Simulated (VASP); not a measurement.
# Co (Fm-3m) in VASP: notebook

Runs on Co. Level: PBE. Tasks: single point.

Everything below comes from runs of VASP 6.6.1. Logs are shortened: lines on timing, memory, paths and dates and some standing lists are left out, and cuts for length are marked.

**1. The cell of the first run**

The structure is cubic, space group Fm-3m (No. 225). The conventional cell has a = 3.590 Å, b = 3.590 Å, c = 3.590 Å, α = 90.00°, β = 90.00°, γ = 90.00°. Within 3.4 Å of Co (site symmetry m-3m) lie 12 Co at 2.54 Å.

This isn't the form of Co at room conditions, which is hcp.

**2. Single point, PBE**

INCAR

```
SYSTEM = Co
PREC = Accurate
ENCUT = 520
EDIFF = 1E-6
ISMEAR = 0
SIGMA = 0.05
LREAL = .False.
LASPH = .True.
NELM = 80
ALGO = Normal
ISIF = 2
LWAVE = .False.
LCHARG = .False.
GGA = PE
ISYM = 0
NBANDS = 16
```

KPOINTS

```
Automatic mesh
0
Gamma
  7 12 10
  0 0 0
```

POSCAR

```
Co
1.0
   -1.7950000000     -3.5900000000     -1.7950000000
   -1.7950000000      0.0000000000     -1.7950000000
    1.7950000000      0.0000000000     -1.7950000000
Co
2
Direct
    0.0000000000      0.0000000000      0.0000000000
    0.5000000000      0.0000000000      0.5000000000
```

Potentials or basis: VASP PAW PBE potentials, release 64 (Co).

Launch:

```console
$ cat potpaw_PBE.64/Co/POTCAR > POTCAR
$ mpirun -np 1 vasp_std > vasp.out
```

OUTCAR:

```text
SYSTEM = Co
   PREC = Accurate
   ENCUT = 520
   EDIFF = 1E-6
   ISMEAR = 0
   LREAL = .False.
   LASPH = .True.
   NELM = 80
   ISIF = 2
   GGA = PE
   ISYM = 0

 ion  position               nearest neighbor table
   1  0.000  0.000  0.000-   2 2.54   2 2.54   2 2.54   2 2.54   2 2.54   2 2.54   2 2.54   2 2.54

   2  0.500  0.000  0.500-   1 2.54   1 2.54   1 2.54   1 2.54   1 2.54   1 2.54   1 2.54   1 2.54

IMPORTANT INFORMATION: All symmetrisations will be switched off!
NOSYMM: (Re-)initialisation of all symmetry stuff for point group C_1.

----------------------------------------------------------------------------------------

                                     Primitive cell

  volume of cell :      23.1341

  direct lattice vectors                    reciprocal lattice vectors
    -1.795000000 -3.590000000 -1.795000000     0.000000000 -0.278551532  0.000000000
    -1.795000000  0.000000000 -1.795000000    -0.278551532  0.278551532 -0.278551532
     1.795000000  0.000000000 -1.795000000     0.278551532  0.000000000 -0.278551532

  length of vectors
     4.396834088  2.538513344  2.538513344     0.278551532  0.482465406  0.393931354

  position of ions in fractional coordinates (direct lattice)
     0.000000000  0.000000000  0.000000000
     0.500000000  0.000000000  0.500000000

  ion indices of the primitive-cell ions
   primitive index   ion index
                 1           1
                 2           2

----------------------------------------------------------------------------------------

 KPOINTS: Automatic mesh

Automatic generation of k-mesh.
 Grid dimensions read from file:
 generate k-points for:    7   12   10

 Generating k-lattice:

  Cartesian coordinates                     Fractional coordinates (reciprocal lattice)
     0.000000000 -0.039793076  0.000000000     0.142857143  0.000000000  0.000000000
    -0.023212628  0.023212628 -0.023212628     0.000000000  0.083333333  0.000000000
     0.027855153  0.000000000 -0.027855153     0.000000000  0.000000000  0.100000000

  Length of vectors
     0.039793076  0.040205451  0.039393135

  Shift w.r.t. Gamma in fractional coordinates (k-lattice)
     0.000000000  0.000000000  0.000000000

 -----------------------------------------------------------------------------
|                                                                             |
|           W    W    AA    RRRRR   N    N  II  N    N   GGGG   !!!           |
|           W    W   A  A   R    R  NN   N  II  NN   N  G    G  !!!           |
|           W    W  A    A  R    R  N N  N  II  N N  N  G       !!!           |
|           W WW W  AAAAAA  RRRRR   N  N N  II  N  N N  G  GGG   !            |
|           WW  WW  A    A  R   R   N   NN  II  N   NN  G    G                |
|           W    W  A    A  R    R  N    N  II  N    N   GGGG   !!!           |
|                                                                             |
|     Your reciprocal lattice and k-lattice belong to different lattice       |
|     classes:                                                                |
|                                                                             |
|        The reciprocal lattice is simple tetragonal,                         |
|        whereas your k-lattice is simple monoclinic.                         |
|                                                                             |
|     Results are often still useful ...                                      |
|                                                                             |
 -----------------------------------------------------------------------------

 WARNING: IBZKPT: internal override: KBLOWUP is changed to .FALSE.
      ... skipping the blow-up phase ...

 Subroutine IBZKPT returns following result:
 ===========================================

 Found    422 irreducible k-points:

 Following reciprocal coordinates:
            Coordinates               Weight
  0.000000  0.000000  0.000000      1.000000
  0.142857  0.000000  0.000000      2.000000
  0.285714  0.000000  0.000000      2.000000
  0.428571  0.000000  0.000000      2.000000
  0.000000  0.083333  0.000000      2.000000
  0.142857  0.083333  0.000000      2.000000
[... 16 lines left out ...]
 -0.428571  0.250000  0.000000      2.000000
 -0.285714  0.250000  0.000000      2.000000
 [... further k-points ...]
   k-points           NKPTS =    422   k-points in BZ     NKDIM =    422   number of bands    NBANDS=     16
   number of dos      NEDOS =    301   number of ions     NIONS =      2
   total plane-waves  NPLWV =  14400
   dimension x,y,z NGX =    36 NGY =   20 NGZ =   20
   dimension x,y,z NGXF=    72 NGYF=   40 NGZF=   40
   ions per type =               2
   NGX,Y,Z   is equivalent  to a cutoff of  13.61, 13.10, 13.10 a.u.
   NGXF,Y,Z  is equivalent  to a cutoff of  27.22, 26.20, 26.20 a.u.
 SYSTEM =  Co
   PREC   = accura    normal or accurate (medium, high low for compatibility)
   ISTART =      0    job   : 0-new  1-cont  2-samecut
   ICHARG =      2    charge: 1-file 2-atom 10-const
   ISPIN  =      1    spin polarized calculation?
   LNONCOLLINEAR =      F non collinear calculations
   LSORBIT =      F    spin-orbit coupling
   LASPH  =      T    aspherical Exc in radial PAW
   ENCUT  =  520.0 eV  38.22 Ry    6.18 a.u.   8.18  4.72  4.72*2*pi/ulx,y,z
   NELM   =     80;   NELMIN=  2; NELMDL= -5     # of ELM steps
   EDIFF  = 0.1E-05   stopping-criterion for ELM
   LREAL  =      F    real-space projection
   EDIFFG = 0.1E-04   stopping-criterion for IOM
   NSW    =      0    number of steps for IOM
   IBRION =     -1    ionic relax: 0-MD 1-quasi-New 2-CG
   NFREE  =      0    steps in history (QN), initial steepest desc. (CG)
   ISIF   =      2    stress and relaxation
   ISYM   =      0    0-nonsym 1-usesym 2-fastsym
   POTIM  = 0.5000    time-step for ionic-motion
   TEBEG  =    0.0;   TEEND  =   0.0 temperature during run
   PSTRESS=    0.0 pullay stress
   NELECT =      18.0000    total number of electrons
   NUPDOWN=      -1.0000    fix difference up-down
   EMIN   =  10.00;   EMAX   =-10.00  energy-range for DOS
   EFERMI =   0.00;   METHOD = LEGACY
   ISMEAR =     0;   SIGMA  =   0.05  broadening in eV -4-tet -1-fermi 0-gaus
   EFERMI_NEDOS =   21; number of points for ismear=-14 and -15
   IALGO  =     38    algorithm
   IMIX   =      4    mixing-type and parameters
     AMIX     =   0.40;   BMIX     =  1.00
     AMIX_MAG =   1.60;   BMIX_MAG =  1.00
  volume/ion in A,a.u.               =      11.57        78.06
  Fermi-wavevector in a.u.,A,eV,Ry     =   1.505733  2.845422 30.847550  2.267231
  Thomas-Fermi vector in A             =   2.616543
   LORBIT       =      0    0 simple, 1 ext, 2 COOP (PROOUT), +10 PAW based schemes
   GGA     = PE    functional components
   LHFCALC =     F    Hartree Fock is set to
   AEXX    =    0.0000 exact exchange contribution
   IVDW    =     0    specifies the selected vdW correction
   LEPSILON=     F    determine dielectric tensor
   LRPA    =     F    only Hartree local field effects (RPA)
 non-spin polarized calculation
 Gauss-broadening in eV      SIGMA  =   0.05
  energy-cutoff  :      520.00
  volume of cell :       23.13
 maximum number of plane-waves:       641
 NGX is ok and might be reduce to    36
   NGX = 17   NGY =  9   NGZ =  9

 number of electron      18.0000002 magnetization

 Free energy of the ion-electron system (eV)
  ---------------------------------------------------
  ext. energy  EPLUGINS =         0.00000000
  ---------------------------------------------------
  free energy    TOTEN  =       -13.48013157 eV

  energy without entropy =      -13.47428456  energy(sigma->0) =      -13.47720806

 E-fermi :   9.1775     XC(G=0): -13.0490

 val. band max:        9.1759687171   @ k =   0.1429   0.3333   0.1000
 cond. band min:       9.1777109145   @ k =  -0.2857   0.3333   0.0000
 fundamental gap:      0.0017421974
 Fermi energy:         9.1775207934

 k-point     1 :       0.0000    0.0000    0.0000
  band No.  band energies     occupation
      1       0.8243      2.00000
      2       5.0803      2.00000
      3       5.6567      2.00000
      4       7.5410      2.00000
      5       7.5463      2.00000
      6       7.5467      2.00000
[... 8 lines left out ...]
     15      23.7809      0.00000
     16      28.6691      0.00000

 k-point     2 :       0.1429    0.0000    0.0000
  band No.  band energies     occupation
      1       1.0819      2.00000
      2       5.0899      2.00000
      3       5.7417      2.00000
      4       7.4385      2.00000
      5       7.6238      2.00000
      6       7.6243      2.00000
[... 8 lines left out ...]
     15      24.1893      0.00000
     16      28.7347      0.00000

 k-point     3 :       0.2857    0.0000    0.0000
  band No.  band energies     occupation
      1       1.8300      2.00000
      2       4.9543      2.00000
      3       5.9842      2.00000
      4       7.1566      2.00000
      5       7.8517      2.00000
      6       7.8522      2.00000
[... 8 lines left out ...]
     15      25.3475      0.00000
     16      28.9393      0.00000

 k-point     4 :       0.4286    0.0000    0.0000
  band No.  band energies     occupation
      1       2.9713      2.00000
      2       4.2157      2.00000
      3       6.3456      2.00000
      4       6.7636      2.00000
      5       8.0682      2.00000
      6       8.0924      2.00000
[... 8 lines left out ...]
     15      27.1024      0.00000
     16      29.2890      0.00000
[... 324 lines left out ...]
 k-point    22 :       0.4286    0.2500    0.0000
  band No.  band energies     occupation
      1       2.6723      2.00000
      2       5.7889      2.00000
      3       6.2345      2.00000
      4       7.1571      2.00000
      5       7.6335      2.00000
      6       7.7602      2.00000
[... 8 lines left out ...]
     15      24.7358      0.00000
     16      26.6047      0.00000

 k-point    23 :      -0.4286    0.2500    0.0000
  band No.  band energies     occupation
      1       3.3787      2.00000
      2       5.5029      2.00000
      3       6.5349      2.00000
      4       7.1409      2.00000
      5       7.4319      2.00000
      6       7.7229      2.00000
[... 8 lines left out ...]
     15      25.4995      0.00000
     16      27.7277      0.00000

 k-point    24 :      -0.2857    0.2500    0.0000
  band No.  band energies     occupation
      1       4.3153      2.00000
      2       4.7841      2.00000
      3       6.8817      2.00000
      4       7.0087      2.00000
      5       7.4534      2.00000
      6       7.5488      2.00000
[... 8 lines left out ...]
     15      28.8888      0.00000
     16      29.4105      0.00000

 [... further k-points ...]
[... 5 lines left out ...]
  --------------------------------------------------------------------------------------
  -------------------------------------------------------------------------------------
  Total       -3.3079569     -3.2102006     -3.3079564      0.0166415      0.0166372      0.0145100
  in kB     -229.0957752   -222.3255614   -229.0957393      1.1525206      1.1522221      1.0049023
  external PRESSURE =    -226.8390253 kB  Pullay stress =       0.0000000 kB

 VOLUME and BASIS-vectors are now :
 -----------------------------------------------------------------------------
  energy-cutoff  :      520.00
  volume of cell :       23.13
      direct lattice vectors                 reciprocal lattice vectors
    -1.795000000 -3.590000000 -1.795000000     0.000000000 -0.278551532  0.000000000
    -1.795000000  0.000000000 -1.795000000    -0.278551532  0.278551532 -0.278551532
     1.795000000  0.000000000 -1.795000000     0.278551532  0.000000000 -0.278551532

 POSITION                                       TOTAL-FORCE (eV/Angst)
 -----------------------------------------------------------------------------------
      0.00000      0.00000      0.00000         0.000000      0.000000      0.000000
      0.00000     -1.79500     -1.79500        -0.000000     -0.000000     -0.000000
 -----------------------------------------------------------------------------------
    total drift:                               -0.000000      0.000000     -0.000001

  FREE ENERGIE OF THE ION-ELECTRON SYSTEM (eV)
  ---------------------------------------------------
  free  energy   TOTEN  =       -13.4801315694 eV

  energy  without entropy=      -13.4742845602  energy(sigma->0) =      -13.47720806
```

Run time: 2.8 min. Hardware: 1 thread of Intel Xeon 8259CL, shared host; peak memory 0.25 GiB.

Results:

```yaml
Free_energy: -13.4801 eV
Pressure: -22.7 GPa
Band_gap_on_the_k_mesh: zero (bands 9 and 10 overlap by 1.02 eV)
```

Levels at points of the mesh, in eV from the Fermi level:
| k point | band 5 | band 6 | band 7 | band 8 | band 9 | band 10 | band 11 | band 12 | band 13 | band 14 |
| --- | --- | --- | --- | --- | --- | --- | --- | --- | --- | --- |
| (0.00, 0.00, 0.00) | -1.63 | -1.63 | -0.50 | -0.49 | 0.25 | 0.46 | 0.46 | 2.68 | 9.61 | 14.60 |
| (0.00, 0.50, 0.00) | -1.68 | -1.68 | 0.02 | 0.02 | 0.27 | 0.27 | 0.27 | 0.27 | 6.29 | 6.29 |
| (0.00, 0.00, 0.50) | -2.08 | -2.08 | -0.97 | -0.97 | -0.52 | -0.52 | 1.73 | 1.73 | 11.67 | 11.67 |
| (0.00, 0.50, 0.50) | -2.36 | -2.36 | -0.58 | -0.58 | 0.46 | 0.46 | 8.00 | 8.00 | 8.00 | 8.00 |

Caveat: the cell stands under tension; the run has no spin polarisation, though such a crystal can be magnetic.

**3. Single point, PBE, collinear spin, ferromagnetic start**

INCAR

```
ALGO     = Normal         # electronic algorithm
EDIFF    = 1E-6           # SCF threshold, eV
ENCUT    = 520            # plane-wave cutoff, eV
GGA      = PE             # functional
ISIF     = 2              # what is computed and relaxed
ISMEAR   = 0              # smearing method
ISPIN    = 2              # spin polarisation
ISYM     = 0            
LASPH    = T              # aspherical terms in the spheres
LCHARG   = F              # write CHGCAR
LMAXMIX  = 4              # l up to which the mixer works
LORBIT   = 11             # projections on sites
LREAL    = F              # projectors in reciprocal space
LWAVE    = F              # write WAVECAR
MAGMOM   = 3 3            # initial moments
NBANDS   = 20             # bands
NELM     = 150            # most SCF steps
PREC     = Accurate       # precision mode
SIGMA    = 0.05           # smearing width, eV
```

KPOINTS

```
k-points
0
Gamma
  7 12 10
```

POSCAR is that of step 2.

Potentials or basis: VASP PAW PBE potentials, release 64 (Co).

Launch:

```console
$ cat potpaw_PBE.64/Co/POTCAR > POTCAR
$ mpirun -np 1 vasp_std > vasp.out
```

Wall time 6.4 min (1 thread of Intel Xeon 8259CL, shared host); peak memory 0.37 GiB.

It converged, with:

```
Free energy                                           : -13.9900 eV
Pressure                                              : -10.8 GPa
Net moment                                            : 3.41 μB per cell
Site moments                                          : Co +1.74 μB
Valence electrons inside the program's atomic spheres : Co 8.15
```

Stress tensor (GPa, compression positive):
```
-10.67  -0.23   0.13
 -0.23 -11.04  -0.23
  0.13  -0.23 -10.67
```

Levels at points of the mesh, in eV from the Fermi level:
Spin up:
| k point | band 7 | band 8 | band 9 | band 10 | band 11 | band 12 | band 13 | band 14 | band 15 | band 16 |
| --- | --- | --- | --- | --- | --- | --- | --- | --- | --- | --- |
| (0.00, 0.00, 0.00) | -1.77 | -1.77 | -1.06 | -0.68 | -0.68 | 2.39 | 8.89 | 14.22 | 14.22 | 19.05 |
| (0.00, 0.50, 0.00) | -0.93 | -0.93 | -0.93 | -0.93 | -0.26 | -0.26 | 5.55 | 5.55 | 21.07 | 21.07 |
| (0.00, 0.00, 0.50) | -2.19 | -2.19 | -1.61 | -1.61 | 0.77 | 0.77 | 11.16 | 11.16 | 12.45 | 12.45 |
| (0.00, 0.50, 0.50) | -1.82 | -1.82 | -0.68 | -0.68 | 7.50 | 7.50 | 7.50 | 7.50 | 9.55 | 9.55 |
Spin down:
| k point | band 5 | band 6 | band 7 | band 8 | band 9 | band 10 | band 11 | band 12 |
| --- | --- | --- | --- | --- | --- | --- | --- | --- |
| (0.00, 0.00, 0.00) | -1.04 | -1.04 | 0.32 | 0.32 | 1.12 | 1.18 | 1.19 | 2.38 |
| (0.00, 0.50, 0.00) | -1.03 | -1.03 | -0.32 | -0.32 | 1.04 | 1.05 | 1.05 | 1.05 |
| (0.00, 0.00, 0.50) | -1.52 | -1.52 | -0.21 | -0.21 | 0.14 | 0.14 | 2.29 | 2.29 |
| (0.00, 0.50, 0.50) | -1.96 | -1.96 | 0.18 | 0.18 | 1.19 | 1.19 | 7.99 | 7.99 |

Caveat: the cell stands under tension.
